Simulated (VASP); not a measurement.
# Ni (Im-3m) in VASP: a series of runs

Runs on Ni. Level: PBEsol+U. Tasks: density of states, single point.

Everything below comes from runs of VASP 6.6.1. Logs are shortened: lines on timing, memory, paths and dates and some standing lists are left out, and cuts for length are marked.

## 1. The cell of the first run

It takes space group Im-3m (No. 229, cubic). Conventional cell: a = 2.767 Å, b = 2.767 Å, c = 2.767 Å, α = 90.00°, β = 90.00°, γ = 90.00°. Within 3.2 Å of Ni (site symmetry m-3m) lie 14 Ni at 2.40 to 2.77 Å.

## 2. Density of states, PBEsol+U, collinear spin, ferromagnetic start

File POSCAR:

```
Ni
1.0
   -1.3837154700      1.3837154700      1.3837154700
    1.3837154700     -1.3837154700      1.3837154700
    1.3837154700      1.3837154700     -1.3837154700
Ni
1
Direct
    0.0000000000      0.0000000000      0.0000000000
```

File INCAR.step1:

```
PREC = Accurate
ENCUT = 520
EDIFF = 1E-7
ISMEAR = -1
SIGMA = 0.05
LREAL = False
LASPH = True
NELM = 150
ALGO = Fast
ISIF = 2
LWAVE = False
LCHARG = True
ISPIN = 2
MAGMOM = 1
LMAXMIX = 4
LDAU = True
LDAUTYPE = 2
LDAUL = 2
LDAUU = 2
LDAUJ = 0
LDAUPRINT = 1
GGA = PS
NBANDS = 15
```

File KPOINTS.step1:

```
regular mesh
0
Gamma
  13 13 13
```

File INCAR.step2:

```
PREC = Accurate
ENCUT = 520
EDIFF = 1E-7
ISMEAR = -5
SIGMA = 0.05
LREAL = False
LASPH = True
NELM = 150
ALGO = Fast
ISIF = 2
LWAVE = False
LCHARG = False
ISPIN = 2
MAGMOM = 1
LORBIT = 10
LMAXMIX = 4
LDAU = True
LDAUTYPE = 2
LDAUL = 2
LDAUU = 2
LDAUJ = 0
LDAUPRINT = 1
GGA = PS
NBANDS = 15
NEDOS = 1001
ICHARG = 11
```

File KPOINTS.step2:

```
regular mesh
0
Gamma
  20 20 20
```

Potentials or basis: VASP PAW PBE potentials, release 64 (Ni).

Run with:

```console
$ cat potpaw_PBE.64/Ni/POTCAR > POTCAR
$ cp INCAR.step1 INCAR
$ cp KPOINTS.step1 KPOINTS
$ mpirun -np 1 vasp_std > vasp.out
$ cp INCAR.step2 INCAR
$ cp KPOINTS.step2 KPOINTS
$ mpirun -np 1 vasp_std > vasp.out
```

OUTCAR:

```text
PREC = Accurate
   ENCUT = 520
   EDIFF = 1E-7
   ISMEAR = -5
   LREAL = False
   LASPH = True
   NELM = 150
   ISIF = 2
   ISPIN = 2
   LORBIT = 10
   GGA = PS
   ICHARG = 11

 ion  position               nearest neighbor table
   1  0.000  0.000  0.000-

  LATTYP: Found a body centered cubic cell.
 ALAT       =     2.7674309400

  Lattice vectors:

 A1 = (  -1.3837154700,   1.3837154700,   1.3837154700)
 A2 = (   1.3837154700,  -1.3837154700,   1.3837154700)
 A3 = (   1.3837154700,   1.3837154700,  -1.3837154700)

Analysis of symmetry for initial positions (statically):
=====================================================================
 Subroutine PRICEL returns:
 Original cell was already a primitive cell.

 Routine SETGRP: Setting up the symmetry group for a
 body centered cubic supercell.

 Subroutine GETGRP returns: Found 48 space group operations
 (whereof 48 operations were pure point group operations)
 out of a pool of 48 trial point group operations.

The static configuration has the point symmetry O_h .

Analysis of symmetry for dynamics (positions and initial velocities):
=====================================================================
 Subroutine PRICEL returns:
 Original cell was already a primitive cell.

 Routine SETGRP: Setting up the symmetry group for a
 body centered cubic supercell.

 Subroutine GETGRP returns: Found 48 space group operations
 (whereof 48 operations were pure point group operations)
 out of a pool of 48 trial point group operations.

The dynamic configuration has the point symmetry O_h .

Analysis of structural, dynamic, and magnetic symmetry:
=====================================================================
 Subroutine PRICEL returns:
 Original cell was already a primitive cell.

 Routine SETGRP: Setting up the symmetry group for a
 body centered cubic supercell.

 Subroutine GETGRP returns: Found 48 space group operations
 (whereof 48 operations were pure point group operations)
 out of a pool of 48 trial point group operations.

The overall configuration has the point symmetry O_h .

 Subroutine INISYM returns: Found 48 space group operations
 (whereof 48 operations are pure point group operations),
 and found     1 'primitive' translations

----------------------------------------------------------------------------------------

                                     Primitive cell

  volume of cell :      10.5974

  direct lattice vectors                    reciprocal lattice vectors
    -1.383715470  1.383715470  1.383715470     0.000000000  0.361345964  0.361345964
     1.383715470 -1.383715470  1.383715470     0.361345964  0.000000000  0.361345964
     1.383715470  1.383715470 -1.383715470     0.361345964  0.361345964  0.000000000

  length of vectors
     2.396665497  2.396665497  2.396665497     0.511020363  0.511020363  0.511020363

  position of ions in fractional coordinates (direct lattice)
     0.000000000  0.000000000  0.000000000

  ion indices of the primitive-cell ions
   primitive index   ion index
                 1           1

----------------------------------------------------------------------------------------

 KPOINTS: regular mesh

Automatic generation of k-mesh.
 Grid dimensions read from file:
 generate k-points for:   20   20   20

 Generating k-lattice:

  Cartesian coordinates                     Fractional coordinates (reciprocal lattice)
     0.000000000  0.018067298  0.018067298     0.050000000  0.000000000  0.000000000
     0.018067298  0.000000000  0.018067298     0.000000000  0.050000000  0.000000000
     0.018067298  0.018067298  0.000000000     0.000000000  0.000000000  0.050000000

  Length of vectors
     0.025551018  0.025551018  0.025551018

[... 56 lines left out ...]
   LREAL  =      F    real-space projection
   EDIFFG = 0.1E-05   stopping-criterion for IOM
   NSW    =      0    number of steps for IOM
   IBRION =     -1    ionic relax: 0-MD 1-quasi-New 2-CG
   NFREE  =      0    steps in history (QN), initial steepest desc. (CG)
   ISIF   =      2    stress and relaxation
   ISYM   =      2    0-nonsym 1-usesym 2-fastsym
   POTIM  = 0.5000    time-step for ionic-motion
   TEBEG  =    0.0;   TEEND  =   0.0 temperature during run
   PSTRESS=    0.0 pullay stress
   NELECT =      10.0000    total number of electrons
   NUPDOWN=      -1.0000    fix difference up-down
   EMIN   =  10.00;   EMAX   =-10.00  energy-range for DOS
   EFERMI =   0.00;   METHOD = LEGACY
   ISMEAR =    -5;   SIGMA  =   0.05  broadening in eV -4-tet -1-fermi 0-gaus
   EFERMI_NEDOS =   21; number of points for ismear=-14 and -15
   IALGO  =     68    algorithm
   IMIX   =      4    mixing-type and parameters
     AMIX     =   0.40;   BMIX     =  1.00
     AMIX_MAG =   1.60;   BMIX_MAG =  1.00
  volume/ion in A,a.u.               =      10.60        71.51
  Fermi-wavevector in a.u.,A,eV,Ry     =   1.605738  3.034405 35.081190  2.578395
  Thomas-Fermi vector in A             =   2.702037
   LORBIT       =     10    0 simple, 1 ext, 2 COOP (PROOUT), +10 PAW based schemes
 LDA+U is selected, type is set to LDAUTYPE =  2
   angular momentum for each species LDAUL =     2
   U (eV)           for each species LDAUU =   2.0
   J (eV)           for each species LDAUJ =   0.0
   GGA     = PS    functional components
   LHFCALC =     F    Hartree Fock is set to
   AEXX    =    0.0000 exact exchange contribution
   IVDW    =     0    specifies the selected vdW correction
   LEPSILON=     F    determine dielectric tensor
   LRPA    =     F    only Hartree local field effects (RPA)
 spin polarized calculation
 RMM-DIIS sequential band-by-band and
 Fermi weights with tetrahedron method with Bloechl corrections
  energy-cutoff  :      520.00
  volume of cell :       10.60
 maximum number of plane-waves:       321
 NGX is ok and might be reduce to    18

atom =   1  type =  1  l = 2

 onsite density matrix

spin component  1

  0.9092  0.0000 -0.0000 -0.0000  0.0000
  0.0000  0.9092 -0.0000 -0.0000  0.0000
 -0.0000 -0.0000  0.9159  0.0000  0.0000
 -0.0000 -0.0000  0.0000  0.9092 -0.0000
  0.0000  0.0000  0.0000 -0.0000  0.9159

spin component  2

  0.7197 -0.0000  0.0000 -0.0000  0.0000
 -0.0000  0.7197  0.0000 -0.0000 -0.0000
  0.0000  0.0000  0.8699 -0.0000 -0.0000
 -0.0000 -0.0000 -0.0000  0.7197  0.0000
  0.0000 -0.0000 -0.0000  0.0000  0.8699

 occupancies and eigenvectors

  o =  0.7197  v =  0.0000  0.0000  0.0000  0.0000  0.0000  1.0000  0.0000  0.0000  0.0000  0.0000      0.0000  0.0000  0.0000  0.0000  0.0000  0.0000  0.0000  0.0000  0.0000  0.0000
  o =  0.7197  v =  0.0000  0.0000  0.0000  0.0000  0.0000  0.0000 -0.2497  0.0000 -0.9683  0.0000      0.0000  0.0000  0.0000  0.0000  0.0000  0.0000  0.0000  0.0000  0.0000  0.0000
  o =  0.7197  v =  0.0000  0.0000  0.0000  0.0000  0.0000  0.0000  0.9683 -0.0000 -0.2497  0.0000      0.0000  0.0000  0.0000  0.0000  0.0000  0.0000  0.0000  0.0000  0.0000  0.0000
  o =  0.8699  v =  0.0000  0.0000  0.0000  0.0000  0.0000  0.0000 -0.0000 -1.0000 -0.0000 -0.0000      0.0000  0.0000  0.0000  0.0000  0.0000  0.0000  0.0000  0.0000  0.0000  0.0000
  o =  0.8699  v =  0.0000  0.0000  0.0000  0.0000  0.0000  0.0000 -0.0000 -0.0000  0.0000  1.0000      0.0000  0.0000  0.0000  0.0000  0.0000  0.0000  0.0000  0.0000  0.0000  0.0000
  o =  0.9092  v =  0.0000 -0.9999  0.0000  0.0106 -0.0000  0.0000  0.0000  0.0000  0.0000  0.0000      0.0000  0.0000  0.0000  0.0000  0.0000  0.0000  0.0000  0.0000  0.0000  0.0000
  o =  0.9092  v =  0.0000  0.0106  0.0000  0.9999  0.0000  0.0000  0.0000  0.0000  0.0000  0.0000      0.0000  0.0000  0.0000  0.0000  0.0000  0.0000  0.0000  0.0000  0.0000  0.0000
  o =  0.9092  v =  1.0000  0.0000  0.0000  0.0000  0.0000  0.0000  0.0000  0.0000  0.0000  0.0000      0.0000  0.0000  0.0000  0.0000  0.0000  0.0000  0.0000  0.0000  0.0000  0.0000
  o =  0.9159  v =  0.0000  0.0000  0.0000  0.0000 -1.0000  0.0000  0.0000  0.0000  0.0000  0.0000      0.0000  0.0000  0.0000  0.0000  0.0000  0.0000  0.0000  0.0000  0.0000  0.0000
  o =  0.9159  v =  0.0000 -0.0000 -1.0000  0.0000 -0.0000  0.0000  0.0000  0.0000  0.0000  0.0000      0.0000  0.0000  0.0000  0.0000  0.0000  0.0000  0.0000  0.0000  0.0000  0.0000

 number of electron      10.0000004 magnetization       0.6201914

 Free energy of the ion-electron system (eV)
  ---------------------------------------------------
  ext. energy  EPLUGINS =         0.00000000
  ---------------------------------------------------
  free energy    TOTEN  =        -4.75627713 eV

  energy without entropy =       -4.75627713  energy(sigma->0) =       -4.75627713

 E-fermi :   9.1394     XC(G=0): -13.5532

 val. band max:        9.2210449900   @ k =  -0.4000   0.4000   0.4000
 cond. band min:       9.1197536617   @ k =  -0.3000   0.4000   0.0500
 fundamental gap:     -0.1012913283
 Fermi energy:         9.1394211861

 spin component 1

 k-point     1 :       0.0000    0.0000    0.0000
  band No.  band energies     occupation
      1       0.3338      1.00000
      2       6.4160      1.00000
      3       6.4160      1.00000
      4       6.4160      1.00000
      5       7.9541      1.00000
      6       7.9541      1.00000
      7      36.1459      0.00000
      8      36.1459      0.00000
      9      36.1459      0.00000
     10      40.5749      0.00000
     11      40.5749      0.00000
     12      41.6721      0.00000
[... 841 lines left out ...]
      4       8.4481      1.00000
      5       8.7481      1.00000
      6       9.3650      0.03149
      7      23.0477      0.00000
      8      27.9680      0.00000
      9      31.4520      0.00000
     10      35.3649      0.00000
     11      39.6681      0.00000
     12      41.4841      0.00000
     13      47.7600      0.00000
     14      49.7196      0.00000
     15      53.8864      0.00000

 [... further k-points ...]
[... 5 lines left out ...]
  --------------------------------------------------------------------------------------
  -------------------------------------------------------------------------------------
  Total       -0.4366466     -0.4366466     -0.4366466      0.0000000     -0.0000000      0.0000000
  in kB      -66.0146487    -66.0146487    -66.0146487      0.0000000     -0.0000000      0.0000000
  external PRESSURE =     -66.0146487 kB  Pullay stress =       0.0000000 kB

 VOLUME and BASIS-vectors are now :
 -----------------------------------------------------------------------------
  energy-cutoff  :      520.00
  volume of cell :       10.60
      direct lattice vectors                 reciprocal lattice vectors
    -1.383715470  1.383715470  1.383715470     0.000000000  0.361345964  0.361345964
     1.383715470 -1.383715470  1.383715470     0.361345964  0.000000000  0.361345964
     1.383715470  1.383715470 -1.383715470     0.361345964  0.361345964  0.000000000

 POSITION                                       TOTAL-FORCE (eV/Angst)
 -----------------------------------------------------------------------------------
      0.00000      0.00000      0.00000         0.000000     -0.000000      0.000000
 -----------------------------------------------------------------------------------
    total drift:                                0.000000      0.000000     -0.000000

  FREE ENERGIE OF THE ION-ELECTRON SYSTEM (eV)
  ---------------------------------------------------
  free  energy   TOTEN  =        -4.7562771295 eV

  energy  without entropy=       -4.7562771295  energy(sigma->0) =       -4.75627713

 total charge

# of ion       s       p       d       tot
------------------------------------------
    1        0.496   0.483   8.432   9.412

 magnetization (x)

# of ion       s       p       d       tot
------------------------------------------
    1       -0.009  -0.025   0.637   0.604
```

It took 2.6 min on 1 thread of Intel Xeon 8259CL, shared host; peak memory 0.22 GiB.

Results:

```
Net moment                                            : 0.62 μB per cell
Site moments                                          : Ni +0.60 μB
Valence electrons inside the program's atomic spheres : Ni 9.41
```

Eigenvalues of the final occupation matrices:
| site | spin | trace | eigenvalues |
| --- | --- | --- | --- |
| site 1 d | 1 | 4.56 | 0.91 0.91 0.91 0.92 0.92 |
| site 1 d | 2 | 3.90 | 0.72 0.72 0.72 0.87 0.87 |

Caveat: the PAW data sets were made with another functional, which shifts forces and pressure a little; the U is typed as a test and isn't derived for this compound; tetrahedron occupations give inexact forces and stress in metals.

[end of part 1 of 2]
